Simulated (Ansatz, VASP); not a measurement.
# Two plane-wave programs on WSe2

```
CELL_PARAMETERS angstrom
1.65107 0.95325 6.57965
-1.65107 0.95325 6.57965
0.00000 -1.90650 6.57965
ATOMIC_POSITIONS crystal
W 0.99998 0.99998 0.99998
Se 0.41765 0.41765 0.41765
Se 0.24903 0.24903 0.24903
```

Alike in both runs: task single point; functional PBE; k mesh 10 × 10 × 10; occupations fermi-dirac, width 0.02 eV; no spin polarisation.

|  | VASP | Ansatz |
| --- | --- | --- |
| version | VASP 6.6.1 | Ansatz 0.2.0 |
| potentials or method | VASP PAW PBE potentials, release 64 (W_sv, Se) | plane waves, PAW |
| plane-wave cutoff (eV) | 520 | 420 |
| valence electrons in the cell | 26 | 46 |

Ansatz gave:

* gap on the k mesh at the Fermi level (eV): 1.09
* pressure (GPa): 3.3
* traceless stress, the component that is largest in VASP (GPa): 1.06
* rms of the force components (eV/Å): 0.129

**Question.** Estimate VASP's values.

**Answer.** gap on the k mesh at the Fermi level (eV): 1.08; pressure (GPa): 3.6; traceless stress, the component that is largest in VASP (GPa): 1.14; rms of the force components (eV/Å): 0.151.

Atom by atom the forces differ by 0.022 eV/Å (rms over components). VASP's potentials hold 26 valence electrons a cell and Ansatz's 46, so a difference there can come from the potentials and not from the codes.

Spin-orbit coupling is off throughout.
